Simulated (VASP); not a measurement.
Input of a VASP 6.6.1 run:

Contents of INCAR:

```
SYSTEM = PtS2
PREC = Accurate ; ENCUT = 520
EDIFF = 1E-7 ; ISMEAR = 0
SIGMA = 0.05 ; LREAL = .False.
LASPH = .True. ; NELM = 150
ALGO = Normal ; ISIF = 2
LWAVE = .False. ; LCHARG = .True.
ISPIN = 2 ; MAGMOM = 4 4 0 0 0 0
LORBIT = 11 ; LMAXMIX = 4
GGA = PS ; LELF = .True.
LVHAR = .True. ; NBANDS = 35
```

Contents of KPOINTS:

```
regular mesh
0
Gamma
  7 7 3
  0 0 0
```

POSCAR

```
PtS2
1.0
    3.5431995400      0.0000000000      0.0000000000
   -1.7715997700      3.0685008100      0.0000000000
    0.0000000000      0.0000000000     10.0776001800
Pt S
2 4
Direct
    0.0000000000      0.0000000000      0.0000000000
    0.0000000000      0.0000000000      0.5000000000
    0.3333333333      0.6666666667      0.1250000000
    0.6666666667      0.3333333333      0.3750000000
    0.3333333333      0.6666666667      0.6250000000
    0.6666666667      0.3333333333      0.8750000000
```

Potentials or basis: VASP PAW PBE potentials, release 64 (Pt, S).

Command:

```sh
$ cat potpaw_PBE.64/Pt/POTCAR potpaw_PBE.64/S/POTCAR > POTCAR
$ mpirun -np 1 vasp_std > vasp.out
```

**Question.** Predict the band gap on the k mesh.

**Answer.** 0.38 eV.

**Question.** What does it give for the largest force?

**Answer.** 0.591 eV/Å.

**Question.** Predict the pressure.

**Answer.** -3.1 GPa.

Stress tensor (GPa, compression positive):
```
-2.34  0.00  0.00
 0.00 -2.34  0.00
 0.00  0.00 -4.61
```

Caveat: the cell stands under tension; the PAW data sets were made with another functional, which shifts forces and pressure a little; spin-orbit coupling is left out, which moves the levels of the heavy elements; an odd mesh through Γ misses points on the zone boundary, where band edges can lie.
